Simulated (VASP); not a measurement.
**TiO2: single point with PBE+U**

Crystal: TiO2.

```
Ti O
1.0
    -1.86802    1.86802    5.10493
     1.86802   -1.86802    5.10493
     1.86802    1.86802   -5.10493
Ti O
2 4
Direct
  0.00000 0.00000 0.00000
  0.75000 0.25000 0.50000
  0.18989 0.18989 0.00000
  0.93989 0.43989 0.50000
  0.56011 0.06011 0.50000
  0.81011 0.81011 0.00000
```

This cell differs from its parent crystal: atoms shifted along a free coordinate, c/a of the conventional cell at fixed volume 2.7328.

| Quantity | Value |
| --- | --- |
| Program | VASP 6.6.1 |
| Task | single point |
| Functional | PBE |
| Potentials or basis | VASP PAW PBE potentials, release 64 (Ti_sv, O) |
| Cutoff | 520 eV |
| k mesh | 8 × 8 × 8 |
| Occupations | gaussian, width 0.05 eV |
| Spin | no spin polarisation |
| Hubbard terms | Ti d U = 4.0 eV |

The pressure is 11.7 GPa and the largest force is 2.183 eV/Å. The band gap on the k mesh is 2.90 eV (least direct gap 3.10 eV).

Forces in eV/Å, atoms in the order of the input:
```
Ti   0.000  0.000  0.000
Ti   0.000  0.000  0.000
O    0.000  0.000  2.183
O    0.000  0.000  2.183
O    0.000  0.000 -2.183
O    0.000  0.000 -2.183
```

Stress tensor (GPa, compression positive):
```
 8.12  0.00  0.00
 0.00  8.12  0.00
 0.00  0.00 18.97
```

Levels at points of the mesh, in eV from the valence-band top:
| k point | band 20 | band 21 | band 22 | band 23 | band 24 | band 25 | band 26 | band 27 | band 28 | band 29 |
| --- | --- | --- | --- | --- | --- | --- | --- | --- | --- | --- |
| (0.00, 0.00, 0.00) | -1.05 | -0.60 | -0.60 | -0.36 | -0.36 | 2.90 | 3.46 | 4.98 | 5.01 | 5.01 |
| (0.50, 0.00, 0.00) | -1.81 | -1.78 | -0.89 | -0.76 | -0.54 | 3.74 | 3.78 | 3.98 | 4.15 | 4.89 |
| (0.50, 0.50, 0.00) | -2.37 | -1.66 | -1.66 | -0.58 | -0.58 | 3.49 | 3.49 | 3.97 | 3.97 | 5.25 |
| (0.50, 0.50, 0.50) | -1.65 | -0.97 | -0.97 | 0.00 | 0.00 | 3.17 | 3.17 | 4.50 | 4.50 | 4.68 |

Eigenvalues of the final occupation matrices:
| site | spin | trace | eigenvalues |
| --- | --- | --- | --- |
| site 1 d | 1 | 0.81 | 0.09 0.11 0.11 0.24 0.26 |
| site 1 d | 2 | 0.81 | 0.09 0.11 0.11 0.24 0.26 |
| site 2 d | 1 | 0.81 | 0.09 0.11 0.11 0.24 0.26 |
| site 2 d | 2 | 0.81 | 0.09 0.11 0.11 0.24 0.26 |

It took 9.2 min on 1 thread of Intel Xeon 8259CL (shared host), peak memory 0.38 GiB.

Caveat: the stress differs along the axes, from 8 to 19 GPa; forces of over 1 eV/Å act on the atoms, so gaps and moduli don't describe the material at rest. A k mesh can miss the band edges.
